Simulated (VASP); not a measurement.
# BaH (I-4m2) in VASP: relaxation of cell and atoms with PBE

Aim: the relaxation of cell and atoms of BaH with PBE.

All numbers are computed with VASP 6.6.1; they aren't measurements. Logs are shortened: lines on timing, memory, paths and dates and some standing lists are left out, and cuts for length are marked.

## 1. The cell of the first run

The typed cell holds 2 atoms: a = 4.341 Å, b = 4.341 Å, c = 4.341 Å, α = 119.99°, β = 119.99°, γ = 90.01°.

The cell was generated, and may not be a known phase.

## 2. Relaxation of cell and atoms, PBE

INCAR reads:

```
SYSTEM = BaH
PREC = Accurate
ENCUT = 910
EDIFF = 1E-7
ISMEAR = 0
SIGMA = 0.1
LREAL = .False.
LASPH = .True.
NELM = 120
ALGO = Normal
ISIF = 3
LWAVE = .False.
LCHARG = .False.
GGA = PE
IBRION = 2
NSW = 100
EDIFFG = -0.01
GGA_COMPAT = .False.
NELMIN = 4
```

KPOINTS reads:

```
regular mesh
0
Gamma
  18 18 18
  0 0 0
```

POSCAR reads:

```
BaH
1.0
   -2.1707922345      2.1707922345      3.0693842092
    2.1707922345     -2.1707922345      3.0693842092
    2.1707922345      2.1707922345     -3.0693842092
Ba H
1 1
Direct
    0.0000000000      0.0000000000      0.0000000000
    0.2500000000      0.7500000000      0.5000000000
```

Potentials or basis: VASP PAW PBE potentials, release 64 (Ba_sv, H_h).

Run with:

```
$ cat potpaw_PBE.64/Ba_sv/POTCAR potpaw_PBE.64/H_h/POTCAR > POTCAR
$ mpirun -np 1 vasp_std > vasp.out
```

OUTCAR:

```text
SYSTEM = BaH
   PREC = Accurate
   ENCUT = 910
   EDIFF = 1E-7
   ISMEAR = 0
   LREAL = .False.
   LASPH = .True.
   NELM = 120
   ISIF = 3
   GGA = PE
   IBRION = 2
   NSW = 100
   EDIFFG = -0.01
   NELMIN = 4

 ion  position               nearest neighbor table
   1  0.000  0.000  0.000-   2 2.66   2 2.66   2 2.66   2 2.66
   2  0.250  0.750  0.500-   1 2.66   1 2.66   1 2.66   1 2.66

  LATTYP: Found a body centered tetragonal cell.
 ALAT       =     4.3415844690
 C/A-ratio  =     1.4139465585

  Lattice vectors:

 A1 = (  -2.1707922345,   2.1707922345,   3.0693842092)
 A2 = (   2.1707922345,  -2.1707922345,   3.0693842092)
 A3 = (   2.1707922345,   2.1707922345,  -3.0693842092)

Analysis of symmetry for initial positions (statically):
=====================================================================
 Subroutine PRICEL returns:
 Original cell was already a primitive cell.

 Routine SETGRP: Setting up the symmetry group for a
 body centered tetragonal supercell.

 Subroutine GETGRP returns: Found  8 space group operations
 (whereof  8 operations were pure point group operations)
 out of a pool of 16 trial point group operations.

The static configuration has the point symmetry D_2d.

Analysis of symmetry for dynamics (positions and initial velocities):
=====================================================================
 Subroutine PRICEL returns:
 Original cell was already a primitive cell.

 Routine SETGRP: Setting up the symmetry group for a
 body centered tetragonal supercell.

 Subroutine GETGRP returns: Found  8 space group operations
 (whereof  8 operations were pure point group operations)
 out of a pool of 16 trial point group operations.

The dynamic configuration has the point symmetry D_2d.

 Subroutine INISYM returns: Found  8 space group operations
 (whereof  8 operations are pure point group operations),
 and found     1 'primitive' translations

----------------------------------------------------------------------------------------

                                     Primitive cell

  volume of cell :      57.8559

  direct lattice vectors                    reciprocal lattice vectors
    -2.170792234  2.170792234  3.069384209     0.000000000  0.230330656  0.162899124
     2.170792234 -2.170792234  3.069384209     0.230330656  0.000000000  0.162899124
[... 101 lines left out ...]
   EFERMI_NEDOS =   21; number of points for ismear=-14 and -15
   IALGO  =     38    algorithm
   IMIX   =      4    mixing-type and parameters
     AMIX     =   0.40;   BMIX     =  1.00
     AMIX_MAG =   1.60;   BMIX_MAG =  1.00
  volume/ion in A,a.u.               =      28.93       195.22
  Fermi-wavevector in a.u.,A,eV,Ry     =   0.941362  1.778915 12.056961  0.886162
  Thomas-Fermi vector in A             =   2.068865
   LORBIT       =      0    0 simple, 1 ext, 2 COOP (PROOUT), +10 PAW based schemes
   GGA     = PE    functional components
   LHFCALC =     F    Hartree Fock is set to
   AEXX    =    0.0000 exact exchange contribution
   IVDW    =     0    specifies the selected vdW correction
   LEPSILON=     F    determine dielectric tensor
   LRPA    =     F    only Hartree local field effects (RPA)
 conjugate gradient relaxation of ions
 non-spin polarized calculation
 Gauss-broadening in eV      SIGMA  =   0.10
  energy-cutoff  :      910.00
  volume of cell :       57.86
 maximum number of plane-waves:      3695
 NGX is ok and might be reduce to    48
   NGX = 21   NGY = 21   NGZ = 21

--------------------------------------- Ionic step        1  -------------------------------------------

 number of electron      11.0000000 magnetization

 Free energy of the ion-electron system (eV)
  ---------------------------------------------------
  ext. energy  EPLUGINS =         0.00000000
  ---------------------------------------------------
  free energy    TOTEN  =        -5.75310792 eV

  energy without entropy =       -5.74102247  energy(sigma->0) =       -5.74706519

------------------------ aborting loop because EDIFF is reached ----------------------------------------

  FORCE on cell =-STRESS in cart. coord.  units (eV):
  Direction    XX          YY          ZZ          XY          YZ          ZX
  --------------------------------------------------------------------------------------
  -------------------------------------------------------------------------------------
  Total        0.0999521      0.0999521      0.0982674      0.0000000      0.0000000      0.0000000
  in kB        2.7679274      2.7679274      2.7212740      0.0000000      0.0000000      0.0000000
  external PRESSURE =       2.7523763 kB  Pullay stress =       0.0000000 kB
[... 59 lines left out ...]
--------------------------------------- Ionic step        3  -------------------------------------------

 number of electron      11.0000000 magnetization

 Free energy of the ion-electron system (eV)
  ---------------------------------------------------
  ext. energy  EPLUGINS =         0.00000000
  ---------------------------------------------------
  free energy    TOTEN  =        -5.75384198 eV

  energy without entropy =       -5.74132896  energy(sigma->0) =       -5.74758547

 E-fermi :   2.0628     XC(G=0):  -7.8331

 val. band max:        2.0589900317   @ k =  -0.1111   0.2222   0.0556
 cond. band min:       2.0666786116   @ k =  -0.3889   0.5000   0.2222
 fundamental gap:      0.0076885799
 Fermi energy:         2.0627782130

 k-point     1 :       0.0000    0.0000    0.0000
  band No.  band energies     occupation
      1     -26.5172      2.00000
      2     -11.4504      2.00000
      3     -11.4504      2.00000
      4     -11.4504      2.00000
      5      -2.6518      2.00000
      6       3.6916      0.00000
      7       3.8171      0.00000
      8       3.8171      0.00000
      9       3.8187      0.00000
[... 265 lines left out ...]
 k-point    24 :      -0.2222    0.0556    0.0000
  band No.  band energies     occupation
      1     -26.4951      2.00000
      2     -11.7007      2.00000
      3     -11.4911      2.00000
      4     -11.4803      2.00000
      5      -2.1284      2.00000
      6       2.1735      0.11749
      7       4.0518      0.00000
      8       4.0955      0.00000
      9       5.1564      0.00000

 [... further k-points ...]

------------------------ aborting loop because EDIFF is reached ----------------------------------------

  FORCE on cell =-STRESS in cart. coord.  units (eV):
  Direction    XX          YY          ZZ          XY          YZ          ZX
  --------------------------------------------------------------------------------------
  -------------------------------------------------------------------------------------
  Total       -0.0116828     -0.0116828     -0.0101133      0.0000000      0.0000000      0.0000000
  in kB       -0.3180578     -0.3180578     -0.2753285      0.0000000      0.0000000      0.0000000
  external PRESSURE =      -0.3038147 kB  Pullay stress =       0.0000000 kB
[... 17 lines left out ...]
  FREE ENERGIE OF THE ION-ELECTRON SYSTEM (eV)
  ---------------------------------------------------
  free  energy   TOTEN  =        -5.7538419809 eV

  energy  without entropy=       -5.7413289633  energy(sigma->0) =       -5.74758547

 reached required accuracy - stopping structural energy minimisation
```

OSZICAR:

```text
N       E                     dE             d eps       ncg     rms          rms(c)
DAV:   1     0.778595886745E+02    0.77860E+02   -0.62558E+03  8640   0.153E+03
DAV:   2    -0.330368867610E+01   -0.81163E+02   -0.79636E+02 11410   0.187E+02
DAV:   3    -0.636535386309E+01   -0.30617E+01   -0.30420E+01 10728   0.481E+01
[... 31 lines left out ...]
DAV:   7    -0.575384195012E+01    0.93871E-06   -0.65432E-06  9540   0.221E-02    0.492E-03
DAV:   8    -0.575384158309E+01    0.36703E-06   -0.14649E-06 12427   0.138E-02    0.268E-03
DAV:   9    -0.575384188813E+01   -0.30504E-06   -0.52942E-07  8973   0.823E-03    0.788E-04
DAV:  10    -0.575384202680E+01   -0.13867E-06   -0.95967E-08  5420   0.295E-03    0.255E-04
DAV:  11    -0.575384198085E+01    0.45948E-07   -0.24401E-08  4478   0.155E-03
   3 F= -.57538420E+01 E0= -.57475855E+01  d E =-.734065E-03
```

Wall time 11 min (1 thread of Intel Xeon 6975P-C (Granite Rapids), shared host); peak memory 0.91 GiB.

Results:

```
Free energy                           : -5.7538 eV
Relaxed volume                        : 29.43 Å³/atom
Relaxed cell                          : a = 4.366 Å, b = 4.366 Å, c = 4.366 Å, α = 119.99°, β = 119.99°, γ = 90.02°
Space group after relaxing (to 0.1 Å) : F-43m (No. 216)
Energy gained by relaxing             : 0.4 meV/atom
Ionic steps                           : 3
Pressure after relaxing               : 0.0 GPa
Band gap on the k mesh                : zero (an odd number of electrons rules out a gap without spin polarisation)
```

Step by step:
```
step  energy change (eV)  largest force (eV/Å)  pressure (GPa)  volume (Å³)
   1              0.0000                0.0000            0.28        57.86
   2             -0.0005                0.0000            0.14        58.27
   3             -0.0007                0.0000           -0.03        58.85
```

Final structure:
```cif
data_structure
_symmetry_space_group_name_H-M 'P 1'
_symmetry_Int_Tables_number 1
_cell_length_a 4.3658
_cell_length_b 4.3658
_cell_length_c 4.3658
_cell_angle_alpha 119.991
_cell_angle_beta 119.991
_cell_angle_gamma 90.016
_cell_volume 58.85
loop_
_atom_site_label
_atom_site_type_symbol
_atom_site_fract_x
_atom_site_fract_y
_atom_site_fract_z
_atom_site_occupancy
Ba1 Ba 0.00000 0.00000 0.00000 1
H1 H 0.25000 0.75000 0.50000 1
```

Caveat: spin-orbit coupling is left out, which moves the levels of the heavy elements.
